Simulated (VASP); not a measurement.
The system is PbF2.

```xyz
3
Lattice="-0.1639 2.9150 2.9150 2.9150 -0.1639 2.9150 2.9150 2.9150 -0.1639" Properties=species:S:1:pos:R:3 pbc="T T T"
Pb    0.0000    0.0000    0.0000
F     1.4512    1.4512    1.4512
F     4.2149    4.2149    4.2149
```

This cell differs from its parent crystal: epitaxial 111 strain +4.0%.

Base run:

```yaml
Program: VASP 6.6.1
Functional: r2SCAN
Potentials_or_basis: VASP PAW PBE potentials, release 64 (Pb_d, F)
Cutoff: 520 eV
k_mesh: 8 × 8 × 8
Occupations: gaussian, width 0.01 eV
Spin: no spin polarisation
```

Its results: band gap on the k mesh 4.92 eV, indirect (least direct gap 5.06 eV); pressure -2.5 GPa; largest force 0.013 eV/Å.

Task: The run is repeated on the same cell with these changes: functional from r2SCAN to PBE; occupations from gaussian, width 0.01 eV to fermi-dirac, width 0.02 eV. What comes out?

Result: Band gap on the k mesh 4.40 eV, indirect (least direct gap 4.55 eV); pressure 0.2 GPa; largest force 0.026 eV/Å.

Caveats: spin-orbit coupling is left out, which moves the levels of the heavy elements; the PAW data sets were made with another functional, which shifts forces and pressure a little (some runs).

A k mesh can miss the band edges.
